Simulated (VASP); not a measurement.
# Ag (P6/mmm) in VASP: a series of runs

The runs below take Ag through relaxation of cell and atoms, single point, with LDA.

Everything below comes from runs of VASP 6.6.1. Logs are shortened: lines on timing, memory, paths and dates and some standing lists are left out, and cuts for length are marked.

**1. The cell of the first run**

The structure is hexagonal, space group P6/mmm (No. 191). The conventional cell has a = 2.720 Å, b = 2.720 Å, c = 2.557 Å, α = 90.00°, β = 90.00°, γ = 120.00°. Ag (site symmetry 6/mmm) has 8 Ag at 2.56 to 2.72 Å within 3.4 Å.

**2. Relaxation of cell and atoms, LDA, target pressure 2.2 GPa, at which the enthalpy is minimised**

The input, INCAR:

```
PREC = Accurate ; ENCUT = 600
EDIFF = 1E-6 ; ISMEAR = -1
SIGMA = 0.1 ; LREAL = False
LASPH = True ; NELM = 80
ALGO = Normal ; ISIF = 3
LWAVE = False ; LCHARG = False
IBRION = 2 ; NSW = 60
EDIFFG = -0.005 ; PSTRESS = 22.0
```

The input, KPOINTS:

```
regular mesh
0
Gamma
  16 16 15
```

The input, POSCAR:

```
Ag
1.0
    2.7196900228      0.0000000000      0.0000000000
   -1.3598450114      2.3553206501      0.0000000000
    0.0000000000      0.0000000000      2.5565086214
Ag
1
Direct
    0.0000000000      0.0000000000      0.0000000000
```

Potentials or basis: VASP PAW LDA potentials, release 64 (Ag).

Started as:

```bash
cat potpaw_LDA.64/Ag/POTCAR > POTCAR
mpirun -np 1 vasp_std > vasp.out
```

OUTCAR:

```text
PREC = Accurate
   ENCUT = 600
   EDIFF = 1E-6
   ISMEAR = -1
   LREAL = False
   LASPH = True
   NELM = 80
   ISIF = 3
   IBRION = 2
   NSW = 60
   EDIFFG = -0.005
   PSTRESS = 22.0

 ion  position               nearest neighbor table
   1  0.000  0.000  0.000-

  LATTYP: Found a hexagonal cell.
 ALAT       =     2.7196900228
 C/A-ratio  =     0.9400000000

  Lattice vectors:

 A1 = (   2.7196900228,   0.0000000000,   0.0000000000)
 A2 = (  -1.3598450114,   2.3553206501,   0.0000000000)
 A3 = (   0.0000000000,   0.0000000000,   2.5565086214)

Analysis of symmetry for initial positions (statically):
=====================================================================
 Subroutine PRICEL returns:
 Original cell was already a primitive cell.

 Routine SETGRP: Setting up the symmetry group for a
 hexagonal supercell.

 Subroutine GETGRP returns: Found 24 space group operations
 (whereof 24 operations were pure point group operations)
 out of a pool of 24 trial point group operations.

The static configuration has the point symmetry D_6h.

Analysis of symmetry for dynamics (positions and initial velocities):
=====================================================================
 Subroutine PRICEL returns:
 Original cell was already a primitive cell.

 Routine SETGRP: Setting up the symmetry group for a
 hexagonal supercell.

 Subroutine GETGRP returns: Found 24 space group operations
 (whereof 24 operations were pure point group operations)
 out of a pool of 24 trial point group operations.

The dynamic configuration has the point symmetry D_6h.

 Subroutine INISYM returns: Found 24 space group operations
 (whereof 24 operations are pure point group operations),
 and found     1 'primitive' translations

----------------------------------------------------------------------------------------

                                     Primitive cell

  volume of cell :      16.3763

  direct lattice vectors                    reciprocal lattice vectors
     2.719690023  0.000000000  0.000000000     0.367688961  0.212285321  0.000000000
    -1.359845011  2.355320650  0.000000000     0.000000000  0.424570642  0.000000000
     0.000000000  0.000000000  2.556508621     0.000000000  0.000000000  0.391158470

  length of vectors
     2.719690023  2.719690023  2.556508621     0.424570642  0.424570642  0.391158470
[... 85 lines left out ...]
   ISIF   =      3    stress and relaxation
   ISYM   =      2    0-nonsym 1-usesym 2-fastsym
   POTIM  = 0.5000    time-step for ionic-motion
   TEBEG  =    0.0;   TEEND  =   0.0 temperature during run
   PSTRESS=   22.0 pullay stress
   NELECT =      11.0000    total number of electrons
   NUPDOWN=      -1.0000    fix difference up-down
   EMIN   =  10.00;   EMAX   =-10.00  energy-range for DOS
   EFERMI =   0.00;   METHOD = LEGACY
   ISMEAR =    -1;   SIGMA  =   0.10  broadening in eV -4-tet -1-fermi 0-gaus
   EFERMI_NEDOS =   21; number of points for ismear=-14 and -15
   IALGO  =     38    algorithm
   IMIX   =      4    mixing-type and parameters
     AMIX     =   0.40;   BMIX     =  1.00
     AMIX_MAG =   1.60;   BMIX_MAG =  1.00
  volume/ion in A,a.u.               =      16.38       110.51
  Fermi-wavevector in a.u.,A,eV,Ry     =   1.433728  2.709353 27.967816  2.055577
  Thomas-Fermi vector in A             =   2.553215
   LORBIT       =      0    0 simple, 1 ext, 2 COOP (PROOUT), +10 PAW based schemes
   GGA     = CA    functional components
   LHFCALC =     F    Hartree Fock is set to
   AEXX    =    0.0000 exact exchange contribution
   IVDW    =     0    specifies the selected vdW correction
   LEPSILON=     F    determine dielectric tensor
   LRPA    =     F    only Hartree local field effects (RPA)
 conjugate gradient relaxation of ions
 non-spin polarized calculation
  energy-cutoff  :      600.00
  volume of cell :       16.38
 maximum number of plane-waves:       574
 NGX is ok and might be reduce to    24
   NGX = 11   NGY = 11   NGZ = 11

--------------------------------------- Ionic step        1  -------------------------------------------

 number of electron      10.9999997 magnetization

 Free energy of the ion-electron system (eV)
  ---------------------------------------------------
  ext. energy  EPLUGINS =         0.00000000
  ---------------------------------------------------
  free energy    TOTEN  =        -3.51947667 eV

  energy without entropy =       -3.51065019  energy(sigma->0) =       -3.51506343

------------------------ aborting loop because EDIFF is reached ----------------------------------------

  FORCE on cell =-STRESS in cart. coord.  units (eV):
  Direction    XX          YY          ZZ          XY          YZ          ZX
  --------------------------------------------------------------------------------------
  -------------------------------------------------------------------------------------
  Total        0.4328029      0.4328029      1.6244463      0.0000000      0.0000000      0.0000000
  in kB       42.3432317     42.3432317    158.9275651      0.0000000      0.0000000      0.0000000
  external PRESSURE =      59.2046762 kB  Pullay stress =      22.0000000 kB
[... 283 lines left out ...]
--------------------------------------- Ionic step        9  -------------------------------------------

 number of electron      10.9999998 magnetization

 Free energy of the ion-electron system (eV)
  ---------------------------------------------------
  ext. energy  EPLUGINS =         0.00000000
  ---------------------------------------------------
  free energy    TOTEN  =        -3.55343252 eV

  energy without entropy =       -3.54416507  energy(sigma->0) =       -3.54879880

 E-fermi :   8.1542     XC(G=0): -12.5217

 val. band max:        8.1365544959   @ k =   0.1250   0.0625   0.4667
 cond. band min:       8.2251452416   @ k =   0.2500   0.0625   0.4000
 fundamental gap:      0.0885907458
 Fermi energy:         8.1541638085

 k-point     1 :       0.0000    0.0000    0.0000
  band No.  band energies     occupation
      1       0.3399      2.00000
      2       1.5723      2.00000
      3       3.2576      2.00000
      4       3.2576      2.00000
      5       5.3235      2.00000
      6       5.3235      2.00000
      7      22.0276      0.00000
      8      24.7028      0.00000
      9      28.4143      0.00000
[... 265 lines left out ...]
 k-point    24 :       0.2500    0.1875    0.0000
  band No.  band energies     occupation
      1       2.2350      2.00000
      2       2.3507      2.00000
      3       3.3956      2.00000
      4       4.2762      2.00000
      5       4.9023      2.00000
      6       6.9535      1.99999
      7      16.1463      0.00000
      8      17.8475      0.00000
      9      27.3743      0.00000

 [... further k-points ...]
[... 5 lines left out ...]
  --------------------------------------------------------------------------------------
  -------------------------------------------------------------------------------------
  Total        0.2386997      0.2386997      0.2335471      0.0000000     -0.0000000      0.0000000
  in kB       22.4302114     22.4302114     21.9460245      0.0000000     -0.0000000      0.0000000
  external PRESSURE =       0.2688157 kB  Pullay stress =      22.0000000 kB
[... 20 lines left out ...]
  energy  without entropy=       -3.5441650699  energy(sigma->0) =       -3.54879880

  enthalpy is  TOTEN    =        -3.3193110505 eV   P V=        0.2341214734

 reached required accuracy - stopping structural energy minimisation
```

Wall time 40 s (1 thread of Intel Xeon 6975P-C (Granite Rapids), shared host); peak memory 0.17 GiB.

What came out:

```
Free energy                                            : -3.5534 eV
Relaxed volume                                         : 17.05 Å³/atom
Relaxed cell                                           : a = 2.724 Å, b = 2.724 Å, c = 2.653 Å, α = 90.00°, β = 90.00°, γ = 120.00°
Space group after relaxing (to 0.05 Å)                 : P6/mmm (No. 191)
Energy change on relaxing (the enthalpy is what falls) : -34.0 meV/atom
Ionic steps                                            : 9
Pressure after relaxing                                : 2.2 GPa
```

The path:
```csv
step,energy change (eV),largest force (eV/Å),pressure (GPa),volume (Å³)
1,0.0000,0.0000,8.12,16.38
2,-0.0295,0.0000,-2.65,17.83
3,-0.0347,0.0000,1.42,17.15
4,-0.0345,0.0000,1.56,17.13
5,-0.0329,0.0000,2.72,16.99
6,-0.0338,0.0000,2.27,17.04
7,-0.0337,0.0000,2.34,17.03
8,-0.0341,0.0000,2.13,17.06
9,-0.0340,0.0000,2.23,17.05
```

Final structure:
```
Ag
1.0
     2.72391    0.00000    0.00000
    -1.36195    2.35897    0.00000
     0.00000    0.00000    2.65347
Ag
1
Direct
  0.00000 0.00000 0.00000
```

Caveat: the cell is relaxed towards a set pressure, so the enthalpy falls and the energy may rise.

**3. Relaxation of cell and atoms, LDA, target pressure 2.2 GPa, at which the enthalpy is minimised**

This run uses another cell than the first one, of 17.04 Å³/atom, 1.041 times its volume.

The input, INCAR:

```
ALGO = Normal
EDIFF = 1E-7
EDIFFG = -0.005
ENCUT = 600
IBRION = 2
ISIF = 3
ISMEAR = -1
LASPH = True
LCHARG = False
LREAL = False
LWAVE = False
NELM = 60
NSW = 32
PREC = Accurate
PSTRESS = 22.0
SIGMA = 0.1
```

The input, KPOINTS:

```
k-points
0
Gamma
  16 16 15
```

The input, POSCAR:

```
Ag
1.0
    2.7231657212      0.0000000000      0.0000000000
   -1.3615828606      2.3583306933      0.0000000000
    0.0000000000      0.0000000000      2.6535862238
Ag
1
Direct
    0.0000000000      0.0000000000      0.0000000000
```

Potentials or basis: VASP PAW LDA potentials, release 64 (Ag).

Started as:

```bash
cat potpaw_LDA.64/Ag/POTCAR > POTCAR
mpirun -np 1 vasp_std > vasp.out
```

Run time: 18 s. Hardware: 1 thread of Intel Xeon 6975P-C (Granite Rapids), shared host; peak memory 0.17 GiB.

It converged, with:

| Quantity | Value |
| --- | --- |
| Free energy | -3.5540 eV |
| Relaxed volume | 17.06 Å³/atom |
| Relaxed cell | a = 2.724 Å, b = 2.724 Å, c = 2.654 Å, α = 90.00°, β = 90.00°, γ = 120.00° |
| Space group after relaxing (to 0.05 Å) | P6/mmm (No. 191) |
| Energy change on relaxing (the enthalpy is what falls) | -0.2 meV/atom |
| Ionic steps | 3 |
| Pressure after relaxing | 2.2 GPa |

Step by step:
```csv
step,energy change (eV),largest force (eV/Å),pressure (GPa),volume (Å³)
1,0.0000,0.0000,2.30,17.04
2,-0.0004,0.0000,2.08,17.07
3,-0.0002,0.0000,2.20,17.06
```

Final structure:
```
Ag
1.0
     2.72425    0.00000    0.00000
    -1.36212    2.35927    0.00000
     0.00000    0.00000    2.65374
Ag
1
Direct
  0.00000 0.00000 0.00000
```

Levels at points of the mesh, in eV from the Fermi level:
```csv
k point,band 2,band 3,band 4,band 5,band 6,band 7,band 8,band 9
"(0.00, 0.00, 0.00)",-6.58,-4.90,-4.90,-2.83,-2.83,13.87,16.55,20.26
"(0.50, 0.00, 0.00)",-5.79,-4.16,-3.11,-2.54,-0.40,3.72,12.84,18.38
```

Caveat: the cell is relaxed towards a set pressure, so the enthalpy falls and the energy may rise.

**4. Single point, LDA**

This run uses another cell than the first one, of 17.04 Å³/atom, 1.041 times its volume.

The input, INCAR:

```
SYSTEM = Ag
PREC     = Accurate       ! precision mode
ENCUT    = 520            ! plane-wave cutoff, eV
EDIFF    = 1E-6           ! SCF threshold, eV
ISMEAR   = -1             ! smearing method
SIGMA    = 0.1            ! smearing width, eV
LREAL    = .FALSE.        ! projectors in reciprocal space
LASPH    = .TRUE.         ! aspherical terms in the spheres
NELM     = 80             ! most SCF steps
ALGO     = Normal         ! electronic algorithm
ISIF     = 2              ! what is computed and relaxed
LWAVE    = .FALSE.        ! write WAVECAR
LCHARG   = .FALSE.        ! write CHGCAR
GGA      = CA             ! functional
NBANDS   = 12             ! bands
```

The input, KPOINTS:

```
regular mesh
0
G
  16 16 15
  0 0 0
```

POSCAR is that of step 3.

Started as:

```bash
cat potpaw_LDA.64/Ag/POTCAR > POTCAR
mpirun -np 1 vasp_std > vasp.out
```

Wall time 36 s (1 thread of AMD EPYC 7R43 (Zen 3), shared host); peak memory 0.11 GiB.

The run converged. Its results:

| Item | Value |
| --- | --- |
| Free energy | -3.5540 eV |
| Pressure | 2.3 GPa |

Stress tensor (GPa, compression positive):
```
2.36 0.00 0.00
0.00 2.36 0.00
0.00 0.00 2.24
```

Levels at points of the mesh, in eV from the Fermi level:
```csv
k point,band 2,band 3,band 4,band 5,band 6,band 7,band 8,band 9,band 10,band 11
"(0.00, 0.00, 0.00)",-6.58,-4.90,-4.90,-2.83,-2.83,13.87,16.55,20.27,20.27,20.44
"(0.50, 0.00, 0.00)",-5.79,-4.16,-3.11,-2.54,-0.40,3.73,12.85,18.38,19.43,21.01
```

**5. Single point, LDA**

This run uses another cell than the first one, of 17.04 Å³/atom, 1.041 times its volume.

The input, INCAR:

```
SYSTEM = Ag
ALGO = Normal
EDIFF = 1E-6
ENCUT = 520
GGA = CA
ISIF = 2
ISMEAR = -1
LASPH = .True.
LCHARG = .True.
LELF = .True.
LREAL = .False.
LVHAR = .True.
LWAVE = .False.
NBANDS = 12
NELM = 80
PREC = Accurate
SIGMA = 0.1
```

The input, KPOINTS:

```
k-points
0
Gamma
  16 16 15
  0 0 0
```

The input, POSCAR:

```
Ag
1.0
    2.7232434597      0.0000000000      0.0000000000
   -1.3616217298      2.3583980168      0.0000000000
    0.0000000000      0.0000000000      2.6539491923
Ag
1
Direct
    0.0000000000      0.0000000000      0.0000000000
```

Potentials or basis: VASP PAW LDA potentials, release 64 (Ag).

Started as:

```bash
cat potpaw_LDA.64/Ag/POTCAR > POTCAR
mpirun -np 1 vasp_std > vasp.out
```

OUTCAR:

```text
SYSTEM = Ag
   EDIFF = 1E-6
   ENCUT = 520
   GGA = CA
   ISIF = 2
   ISMEAR = -1
   LASPH = .True.
   LREAL = .False.
   NELM = 80
   PREC = Accurate

 ion  position               nearest neighbor table
   1  0.000  0.000  0.000-

  LATTYP: Found a hexagonal cell.
 ALAT       =     2.7232434597
 C/A-ratio  =     0.9745545088

  Lattice vectors:

 A1 = (   2.7232434597,   0.0000000000,   0.0000000000)
 A2 = (  -1.3616217298,   2.3583980168,   0.0000000000)
 A3 = (   0.0000000000,   0.0000000000,   2.6539491923)

Analysis of symmetry for initial positions (statically):
=====================================================================
 Subroutine PRICEL returns:
 Original cell was already a primitive cell.

 Routine SETGRP: Setting up the symmetry group for a
 hexagonal supercell.

 Subroutine GETGRP returns: Found 24 space group operations
 (whereof 24 operations were pure point group operations)
 out of a pool of 24 trial point group operations.

The static configuration has the point symmetry D_6h.

Analysis of symmetry for dynamics (positions and initial velocities):
[... 158 lines left out ...]
 val. band max:        8.1394197633   @ k =   0.1250   0.0625   0.4667
 cond. band min:       8.2283560241   @ k =   0.2500   0.0625   0.4000
 fundamental gap:      0.0889362607
 Fermi energy:         8.1589169841

 k-point     1 :       0.0000    0.0000    0.0000
  band No.  band energies     occupation
      1       0.3418      2.00000
      2       1.5760      2.00000
      3       3.2608      2.00000
      4       3.2608      2.00000
      5       5.3276      2.00000
      6       5.3276      2.00000
      7      22.0221      0.00000
      8      24.7116      0.00000
      9      28.4311      0.00000
     10      28.4311      0.00000
     11      28.5924      0.00000
     12      32.8757      0.00000
[... 331 lines left out ...]
 k-point    24 :       0.2500    0.1875    0.0000
  band No.  band energies     occupation
      1       2.2404      2.00000
      2       2.3530      2.00000
      3       3.3989      2.00000
      4       4.2781      2.00000
      5       4.9056      2.00000
      6       6.9597      1.99999
      7      16.1570      0.00000
      8      17.8583      0.00000
      9      27.3734      0.00000
     10      28.0723      0.00000
     11      31.8017      0.00000
     12      34.4994      0.00000

 [... further k-points ...]
[... 5 lines left out ...]
  --------------------------------------------------------------------------------------
  -------------------------------------------------------------------------------------
  Total        0.2492534      0.2492534      0.2336087      0.0000000     -0.0000000      0.0000000
  in kB       23.4290929     23.4290929     21.9585361      0.0000000     -0.0000000      0.0000000
  external PRESSURE =      22.9389073 kB  Pullay stress =       0.0000000 kB

 VOLUME and BASIS-vectors are now :
 -----------------------------------------------------------------------------
  energy-cutoff  :      520.00
  volume of cell :       17.04
      direct lattice vectors                 reciprocal lattice vectors
     2.723243460  0.000000000  0.000000000     0.367209181  0.212008319  0.000000000
    -1.361621730  2.358398017  0.000000000     0.000000000  0.424016639  0.000000000
     0.000000000  0.000000000  2.653949192     0.000000000  0.000000000  0.376796965

 POSITION                                       TOTAL-FORCE (eV/Angst)
 -----------------------------------------------------------------------------------
      0.00000      0.00000      0.00000        -0.000000      0.000000      0.000000
 -----------------------------------------------------------------------------------
    total drift:                               -0.000000      0.000000     -0.000000

  FREE ENERGIE OF THE ION-ELECTRON SYSTEM (eV)
  ---------------------------------------------------
  free  energy   TOTEN  =        -3.5540244926 eV

  energy  without entropy=       -3.5447733445  energy(sigma->0) =       -3.54939892
```

Wall time 34 s (1 thread of AMD EPYC 7R43 (Zen 3), shared host); peak memory 0.12 GiB.

What came out:

```
Free energy : -3.5540 eV
Pressure    : 2.3 GPa
```

**6. The runs side by side**

```csv
task,cell,cutoff (eV),gap on the mesh (eV),pressure (GPa)
relaxation of cell and atoms,"relaxed to 2.2 GPa from a = 2.720, b = 2.720, c = 2.557 Å, angles 90.0, 90.0, 120.0°, 1 atom",600,none,2.2
relaxation of cell and atoms,"relaxed to 2.2 GPa from a = 2.723, b = 2.723, c = 2.654 Å, angles 90.0, 90.0, 120.0°, 1 atom",600,none,2.2
single point,"a = 2.723, b = 2.723, c = 2.654 Å, angles 90.0, 90.0, 120.0°, 1 atom",520,none,2.3
```

Alike in all rows: level LDA; potentials or basis VASP PAW LDA potentials, release 64 (Ag); no spin polarisation; k mesh 16 × 16 × 15; smearing fermi-dirac 0.1 eV.

Caveats: the cell is relaxed towards a set pressure, so the enthalpy falls and the energy may rise (some runs).

Absolute energies hang on the potentials; compare differences alone.
